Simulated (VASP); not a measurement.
# LiCl (I4/mmm) in VASP: a series of runs

LiCl is run at these levels: PBE; tasks: single point.

Everything below comes from runs of VASP 6.6.1. Logs are shortened: lines on timing, memory, paths and dates and some standing lists are left out, and cuts for length are marked.

## (1) The cell of the first run

Symmetry: I4/mmm, No. 139, tetragonal system. Conventional cell: a = 3.514 Å, b = 3.514 Å, c = 5.466 Å, α = 90.00°, β = 90.00°, γ = 90.00°. Li (site symmetry 4/mmm) has 6 Cl at 2.48 to 2.73 Å within 3.3 Å. Within 3.3 Å of Cl (site symmetry 4/mmm) lie 6 Li at 2.48 to 2.73 Å.

## (2) Single point, PBE

INCAR

```
PREC = Accurate ; ENCUT = 520
EDIFF = 1E-6 ; ISMEAR = 0
SIGMA = 0.05 ; LREAL = F
LASPH = T ; NELM = 80
ALGO = Normal ; ISIF = 2
LWAVE = F ; LCHARG = T
GGA = PE ; LELF = T
LVHAR = T ; NBANDS = 12
```

KPOINTS

```
regular mesh
0
Gamma
  8 8 8
```

POSCAR

```
LiCl
1.0
    0.0000000000      2.4845581752      2.7330139928
    2.4845581752      0.0000000000      2.7330139928
    2.4845581752      2.4845581752      0.0000000000
Li Cl
1 1
Direct
    0.0000000000      0.0000000000      0.0000000000
    0.5000000000      0.5000000000      0.5000000000
```

Potentials or basis: VASP PAW PBE potentials, release 64 (Li_sv, Cl).

Started as:

```console
$ cat potpaw_PBE.64/Li_sv/POTCAR potpaw_PBE.64/Cl/POTCAR > POTCAR
$ mpirun -np 1 vasp_std > vasp.out
```

OUTCAR:

```text
PREC = Accurate
   ENCUT = 520
   EDIFF = 1E-6
   ISMEAR = 0
   LREAL = F
   LASPH = T
   NELM = 80
   ISIF = 2
   GGA = PE

 ion  position               nearest neighbor table
   1  0.000  0.000  0.000-   2 2.48   2 2.48   2 2.48   2 2.48
   2  0.500  0.500  0.500-   1 2.48   1 2.48   1 2.48   1 2.48

  LATTYP: Found a body centered tetragonal cell.
 ALAT       =     3.5136958679
 C/A-ratio  =     1.5556349187

  Lattice vectors:

 A1 = (  -2.4845581752,   0.0000000000,   2.7330139928)
 A2 = (   2.4845581752,   0.0000000000,   2.7330139928)
 A3 = (   0.0000000000,   2.4845581752,  -2.7330139928)

Analysis of symmetry for initial positions (statically):
=====================================================================
 Subroutine PRICEL returns:
 Original cell was already a primitive cell.

 Routine SETGRP: Setting up the symmetry group for a
 body centered tetragonal supercell.

 Subroutine GETGRP returns: Found 16 space group operations
 (whereof 16 operations were pure point group operations)
 out of a pool of 16 trial point group operations.

The static configuration has the point symmetry D_4h.

Analysis of symmetry for dynamics (positions and initial velocities):
=====================================================================
 Subroutine PRICEL returns:
 Original cell was already a primitive cell.

 Routine SETGRP: Setting up the symmetry group for a
 body centered tetragonal supercell.

 Subroutine GETGRP returns: Found 16 space group operations
 (whereof 16 operations were pure point group operations)
 out of a pool of 16 trial point group operations.

The dynamic configuration has the point symmetry D_4h.

 Subroutine INISYM returns: Found 16 space group operations
 (whereof 16 operations are pure point group operations),
 and found     1 'primitive' translations

----------------------------------------------------------------------------------------

                                     Primitive cell

  volume of cell :      33.7420

  direct lattice vectors                    reciprocal lattice vectors
     0.000000000  2.484558175  2.733013993    -0.201243024  0.201243024  0.182948203
     2.484558175  0.000000000  2.733013993     0.201243024 -0.201243024  0.182948203
     2.484558175  2.484558175  0.000000000     0.201243024  0.201243024 -0.182948203

  length of vectors
     3.693561264  3.693561264  3.513695868     0.338330540  0.338330540  0.338330540

  position of ions in fractional coordinates (direct lattice)
     0.000000000  0.000000000  0.000000000
     0.500000000  0.500000000  0.500000000

  ion indices of the primitive-cell ions
   primitive index   ion index
                 1           1
                 2           2

----------------------------------------------------------------------------------------

 KPOINTS: regular mesh

Automatic generation of k-mesh.
 Grid dimensions read from file:
 generate k-points for:    8    8    8

 Generating k-lattice:

  Cartesian coordinates                     Fractional coordinates (reciprocal lattice)
    -0.025155378  0.025155378  0.022868525     0.125000000  0.000000000  0.000000000
     0.025155378 -0.025155378  0.022868525     0.000000000  0.125000000  0.000000000
     0.025155378  0.025155378 -0.022868525    -0.000000000 -0.000000000  0.125000000

  Length of vectors
     0.042291318  0.042291318  0.042291318

  Shift w.r.t. Gamma in fractional coordinates (k-lattice)
     0.000000000  0.000000000  0.000000000

 Subroutine IBZKPT returns following result:
 ===========================================

 Found     59 irreducible k-points:

 Following reciprocal coordinates:
            Coordinates               Weight
  0.000000  0.000000  0.000000      1.000000
  0.125000  0.000000  0.000000      8.000000
  0.250000  0.000000  0.000000      8.000000
  0.375000  0.000000  0.000000      8.000000
  0.500000  0.000000  0.000000      4.000000
  0.125000  0.125000  0.000000      2.000000
[... 16 lines left out ...]
  0.250000  0.000000  0.125000     16.000000
  0.375000  0.000000  0.125000     16.000000
 [... further k-points ...]
   k-points           NKPTS =     59   k-points in BZ     NKDIM =     59   number of bands    NBANDS=     12
   number of dos      NEDOS =    301   number of ions     NIONS =      2
   total plane-waves  NPLWV =  21952
   dimension x,y,z NGX =    28 NGY =   28 NGZ =   28
   dimension x,y,z NGXF=    56 NGYF=   56 NGZF=   56
   ions per type =               1   1
   NGX,Y,Z   is equivalent  to a cutoff of  12.60, 12.60, 13.25 a.u.
   NGXF,Y,Z  is equivalent  to a cutoff of  25.21, 25.21, 26.50 a.u.
 SYSTEM =  unknown system
   PREC   = accura    normal or accurate (medium, high low for compatibility)
   ISTART =      0    job   : 0-new  1-cont  2-samecut
   ICHARG =      2    charge: 1-file 2-atom 10-const
   ISPIN  =      1    spin polarized calculation?
   LNONCOLLINEAR =      F non collinear calculations
   LSORBIT =      F    spin-orbit coupling
   LASPH  =      T    aspherical Exc in radial PAW
   ENCUT  =  520.0 eV  38.22 Ry    6.18 a.u.   6.87  6.87  6.53*2*pi/ulx,y,z
   NELM   =     80;   NELMIN=  2; NELMDL= -5     # of ELM steps
   EDIFF  = 0.1E-05   stopping-criterion for ELM
   LREAL  =      F    real-space projection
   EDIFFG = 0.1E-04   stopping-criterion for IOM
   NSW    =      0    number of steps for IOM
   IBRION =     -1    ionic relax: 0-MD 1-quasi-New 2-CG
   NFREE  =      0    steps in history (QN), initial steepest desc. (CG)
   ISIF   =      2    stress and relaxation
   ISYM   =      2    0-nonsym 1-usesym 2-fastsym
   POTIM  = 0.5000    time-step for ionic-motion
   TEBEG  =    0.0;   TEEND  =   0.0 temperature during run
   PSTRESS=    0.0 pullay stress
   NELECT =      10.0000    total number of electrons
   NUPDOWN=      -1.0000    fix difference up-down
   EMIN   =  10.00;   EMAX   =-10.00  energy-range for DOS
   EFERMI =   0.00;   METHOD = LEGACY
   ISMEAR =     0;   SIGMA  =   0.05  broadening in eV -4-tet -1-fermi 0-gaus
   EFERMI_NEDOS =   21; number of points for ismear=-14 and -15
   IALGO  =     38    algorithm
   IMIX   =      4    mixing-type and parameters
     AMIX     =   0.40;   BMIX     =  1.00
     AMIX_MAG =   1.60;   BMIX_MAG =  1.00
  volume/ion in A,a.u.               =      16.87       113.85
  Fermi-wavevector in a.u.,A,eV,Ry     =   1.091486  2.062609 16.209183  1.191341
  Thomas-Fermi vector in A             =   2.227732
   LORBIT       =      0    0 simple, 1 ext, 2 COOP (PROOUT), +10 PAW based schemes
   GGA     = PE    functional components
   LHFCALC =     F    Hartree Fock is set to
   AEXX    =    0.0000 exact exchange contribution
   IVDW    =     0    specifies the selected vdW correction
   LEPSILON=     F    determine dielectric tensor
   LRPA    =     F    only Hartree local field effects (RPA)
 non-spin polarized calculation
 Gauss-broadening in eV      SIGMA  =   0.05
  energy-cutoff  :      520.00
  volume of cell :       33.74
 maximum number of plane-waves:       930
   NGX = 13   NGY = 13   NGZ = 13

 number of electron      10.0000005 magnetization

 Free energy of the ion-electron system (eV)
  ---------------------------------------------------
  ext. energy  EPLUGINS =         0.00000000
  ---------------------------------------------------
  free energy    TOTEN  =        -7.36636465 eV

  energy without entropy =       -7.36636465  energy(sigma->0) =       -7.36636465

 E-fermi :   0.9457     XC(G=0):  -8.7176

 val. band max:        0.6708675352   @ k =   0.0000   0.0000   0.0000
 cond. band min:       6.9063785636   @ k =   0.0000   0.0000   0.0000
 fundamental gap:      6.2355110284
 Fermi energy:         0.9456683228

 k-point     1 :       0.0000    0.0000    0.0000
  band No.  band energies     occupation
      1     -42.9211      2.00000
      2     -12.8346      2.00000
      3       0.4908      2.00000
      4       0.4908      2.00000
      5       0.6709      2.00000
      6       6.9064      0.00000
      7      12.0085      0.00000
      8      12.8517      0.00000
      9      12.8517      0.00000
     10      14.0336      0.00000
     11      14.4420      0.00000
     12      15.7969      0.00000

 k-point     2 :       0.1250    0.0000    0.0000
  band No.  band energies     occupation
      1     -42.9207      2.00000
      2     -12.7595      2.00000
      3       0.0108      2.00000
      4       0.4811      2.00000
      5       0.5594      2.00000
      6       7.3682      0.00000
      7      11.6829      0.00000
      8      11.9685      0.00000
      9      12.9033      0.00000
     10      13.4816      0.00000
     11      14.0196      0.00000
     12      15.5050      0.00000

 k-point     3 :       0.2500    0.0000    0.0000
  band No.  band energies     occupation
      1     -42.9196      2.00000
      2     -12.5682      2.00000
      3      -1.0251      2.00000
      4       0.3901      2.00000
      5       0.4611      2.00000
      6       7.7931      0.00000
      7      10.7962      0.00000
      8      11.6078      0.00000
      9      11.7694      0.00000
     10      14.5365      0.00000
     11      14.6015      0.00000
     12      16.2062      0.00000
[... 286 lines left out ...]
 k-point    23 :       0.2500    0.0000    0.1250
  band No.  band energies     occupation
      1     -42.9196      2.00000
      2     -12.5666      2.00000
      3      -0.7775      2.00000
      4       0.1563      2.00000
      5       0.3586      2.00000
      6       8.3186      0.00000
      7      10.7879      0.00000
      8      11.1005      0.00000
      9      11.9852      0.00000
     10      13.1954      0.00000
     11      15.4236      0.00000
     12      16.9734      0.00000

 k-point    24 :       0.3750    0.0000    0.1250
  band No.  band energies     occupation
      1     -42.9186      2.00000
      2     -12.3577      2.00000
      3      -1.6698      2.00000
      4       0.0916      2.00000
      5       0.1611      2.00000
      6       8.1959      0.00000
      7      10.2992      0.00000
      8      10.9916      0.00000
      9      11.6955      0.00000
     10      14.6505      0.00000
     11      17.0395      0.00000
     12      17.9302      0.00000

 [... further k-points ...]
[... 5 lines left out ...]
  --------------------------------------------------------------------------------------
  -------------------------------------------------------------------------------------
  Total        0.3796070      0.3796070     -0.2145276      0.0000000      0.0000000     -0.0000000
  in kB       18.0249701     18.0249701    -10.1864646      0.0000000      0.0000000     -0.0000000
  external PRESSURE =       8.6211585 kB  Pullay stress =       0.0000000 kB

 VOLUME and BASIS-vectors are now :
 -----------------------------------------------------------------------------
  energy-cutoff  :      520.00
  volume of cell :       33.74
      direct lattice vectors                 reciprocal lattice vectors
     0.000000000  2.484558175  2.733013993    -0.201243024  0.201243024  0.182948203
     2.484558175  0.000000000  2.733013993     0.201243024 -0.201243024  0.182948203
     2.484558175  2.484558175  0.000000000     0.201243024  0.201243024 -0.182948203

 POSITION                                       TOTAL-FORCE (eV/Angst)
 -----------------------------------------------------------------------------------
      0.00000      0.00000      0.00000        -0.000000     -0.000000      0.000000
      2.48456      2.48456      2.73301         0.000000      0.000000      0.000000
 -----------------------------------------------------------------------------------
    total drift:                                0.000000      0.000000      0.000000

  FREE ENERGIE OF THE ION-ELECTRON SYSTEM (eV)
  ---------------------------------------------------
  free  energy   TOTEN  =        -7.3663646542 eV

  energy  without entropy=       -7.3663646542  energy(sigma->0) =       -7.36636465
```

Wall time 21 s (1 thread of Intel Xeon Platinum 8259CL at 2.50GHz (Skylake/Cascade Lake), shared host); peak memory 0.16 GiB.

Results:

```yaml
Free_energy: -7.3664 eV
Band_gap_on_the_k_mesh: 6.24 eV, direct
```

Caveat: the cutoff is under 1.25 times the usual one of these potentials, so pressure, stress and relaxed cells hold a basis-set (Pulay) error. A k mesh can miss the band edges.

## (3) Single point, PBE

This run uses another cell than the first one, of the same volume but with other edges.

INCAR

```
PREC = Accurate
ENCUT = 520
EDIFF = 1E-7
ISMEAR = 0
SIGMA = 0.05
LREAL = F
LASPH = T
NELM = 100
ALGO = Normal
ISIF = 2
LWAVE = F
LCHARG = F
GGA = PE
NBANDS = 12
```

KPOINTS

```
Automatic mesh
0
Gamma
  8 8 8
```

POSCAR

```
LiCl
1.0
    0.0000000000      2.9607991422      1.9245194424
    2.9607991422      0.0000000000      1.9245194424
    2.9607991422      2.9607991422      0.0000000000
Li Cl
1 1
Direct
    0.0000000000      0.0000000000      0.0000000000
    0.5000000000      0.5000000000      0.5000000000
```

Potentials or basis: VASP PAW PBE potentials, release 64 (Li_sv, Cl).

Started as:

```console
$ cat potpaw_PBE.64/Li_sv/POTCAR potpaw_PBE.64/Cl/POTCAR > POTCAR
$ mpirun -np 1 vasp_std > vasp.out
```

Run time: 21 s. Hardware: 1 thread of Intel Xeon Platinum 8259CL at 2.50GHz (Skylake/Cascade Lake), shared host; peak memory 0.16 GiB.

Results (log left out):

```
Free energy            : -6.4322 eV
Band gap on the k mesh : 6.04 eV, indirect (least direct gap 6.10 eV)
```

Levels at points of the mesh, in eV from the valence-band top:
```csv
k point,band 2,band 3,band 4,band 5,band 6,band 7,band 8,band 9
"(0.00, 0.00, 0.00)",-13.60,-1.67,-0.06,-0.06,6.04,11.43,12.07,12.07
"(0.50, 0.00, 0.00)",-13.27,-2.74,-0.88,-0.33,6.25,7.85,12.47,13.11
"(0.50, 0.50, 0.00)",-12.65,-2.98,-2.17,-2.17,7.09,9.54,13.24,13.24
"(0.50, 0.00, 0.50)",-13.03,-3.22,-2.27,0.00,8.89,10.19,11.09,12.50
```

Caveat: the cutoff is under 1.25 times the usual one of these potentials, so pressure, stress and relaxed cells hold a basis-set (Pulay) error. A k mesh can miss the band edges.

## (4) Single point, PBE

This run uses another cell than the first one, of the same volume but with other edges.

INCAR

```
ALGO = Normal
EDIFF = 1E-7
ENCUT = 520
GGA = PE
ISIF = 2
ISMEAR = 0
LASPH = True
LCHARG = False
LREAL = False
LWAVE = False
NBANDS = 12
NELM = 60
PREC = Accurate
SIGMA = 0.05
```

KPOINTS

```
k-points
0
Gamma
  8 8 8
```

POSCAR

```
LiCl
1.0
    0.0000000000      2.2405242327      3.3607863491
    2.2405242327      0.0000000000      3.3607863491
    2.2405242327      2.2405242327      0.0000000000
Li Cl
1 1
Direct
    0.0000000000      0.0000000000      0.0000000000
    0.5000000000      0.5000000000      0.5000000000
```

Started as:

```console
$ cat potpaw_PBE.64/Li_sv/POTCAR potpaw_PBE.64/Cl/POTCAR > POTCAR
$ mpirun -np 1 vasp_std > vasp.out
```

Wall time 20 s (1 thread of Intel Xeon Platinum 8259CL at 2.50GHz (Skylake/Cascade Lake), shared host); peak memory 0.15 GiB.

Results (log left out):

```yaml
Free_energy: -7.0024 eV
Band_gap_on_the_k_mesh: 5.67 eV, indirect (least direct gap 6.06 eV)
```

Levels at points of the mesh, in eV from the valence-band top:
| k point | band 2 | band 3 | band 4 | band 5 | band 6 | band 7 | band 8 | band 9 |
| --- | --- | --- | --- | --- | --- | --- | --- | --- |
| (0.00, 0.00, 0.00) | -14.02 | -1.04 | -0.54 | -0.54 | 5.67 | 10.03 | 11.98 | 12.14 |
| (0.50, 0.00, 0.00) | -13.45 | -3.47 | -1.24 | 0.00 | 6.06 | 9.10 | 10.53 | 11.87 |
| (0.50, 0.50, 0.00) | -13.74 | -3.24 | -0.76 | -0.76 | 9.08 | 9.49 | 9.59 | 16.85 |
| (0.50, 0.00, 0.50) | -12.77 | -3.65 | -3.22 | -0.78 | 8.15 | 8.22 | 11.08 | 13.52 |

Caveat: the cutoff is under 1.25 times the usual one of these potentials, so pressure, stress and relaxed cells hold a basis-set (Pulay) error. A k mesh can miss the band edges.

## (5) Single point, PBE

This run uses another cell than the first one, of the same volume but with other edges.

INCAR

```
SYSTEM = LiCl
  ALGO = Normal
  EDIFF = 1E-7
  ENCUT = 520
  GGA = PE
  ISIF = 2
  ISMEAR = 0
  LASPH = .True.
  LCHARG = .False.
  LREAL = .False.
  LWAVE = .False.
  NBANDS = 12
  NELM = 80
  PREC = Accurate
  SIGMA = 0.05
```

KPOINTS

```
k-points
0
Gamma
  8 8 8
  0 0 0
```

POSCAR

```
LiCl
1.0
    0.0000000000      2.5998980650      2.4959021424
    2.5998980650      0.0000000000      2.4959021424
    2.5998980650      2.5998980650      0.0000000000
Li Cl
1 1
Direct
    0.0000000000      0.0000000000      0.0000000000
    0.5000000000      0.5000000000      0.5000000000
```

Started as:

```console
$ cat potpaw_PBE.64/Li_sv/POTCAR potpaw_PBE.64/Cl/POTCAR > POTCAR
$ mpirun -np 1 vasp_std > vasp.out
```

It took 21 s on 1 thread of Intel Xeon Platinum 8259CL at 2.50GHz (Skylake/Cascade Lake), shared host; peak memory 0.16 GiB.

It converged, with:

```yaml
Free_energy: -7.3817 eV
Band_gap_on_the_k_mesh: 6.30 eV, direct
```

Levels at points of the mesh, in eV from the valence-band top:
```tsv
k point	band 2	band 3	band 4	band 5	band 6	band 7	band 8	band 9
(0.00, 0.00, 0.00)	-13.44	-0.13	0.00	0.00	6.30	11.79	11.79	12.15
(0.50, 0.00, 0.00)	-12.87	-2.85	-0.34	-0.25	6.72	9.30	9.65	12.94
(0.50, 0.50, 0.00)	-12.58	-2.93	-1.22	-1.22	7.81	8.13	12.80	13.89
(0.50, 0.00, 0.50)	-12.65	-2.93	-1.23	-0.96	7.89	8.33	12.22	13.78
```

Caveat: the cutoff is under 1.25 times the usual one of these potentials, so pressure, stress and relaxed cells hold a basis-set (Pulay) error.

## (6) The runs side by side

```tsv
cell	gap on the mesh (eV)
a = 3.694, b = 3.694, c = 3.514 Å, angles 61.6, 61.6, 56.8°, 2 atoms	6.24
a = 3.531, b = 3.531, c = 4.187 Å, angles 53.6, 53.6, 72.7°, 2 atoms	6.04
a = 4.039, b = 4.039, c = 3.169 Å, angles 66.9, 66.9, 46.2°, 2 atoms	5.67
a = 3.604, b = 3.604, c = 3.677 Å, angles 59.3, 59.3, 61.3°, 2 atoms	6.30
```

Alike in all rows: task single point; level PBE; potentials or basis VASP PAW PBE potentials, release 64 (Li_sv, Cl); no spin polarisation; k mesh 8 × 8 × 8; cutoff (eV) 520; smearing gaussian 0.05 eV.

Caveats: the cutoff is under 1.25 times the usual one of these potentials, so pressure, stress and relaxed cells hold a basis-set (Pulay) error.

Total energies depend on the potentials used, so only differences within one code and one set of settings carry meaning.
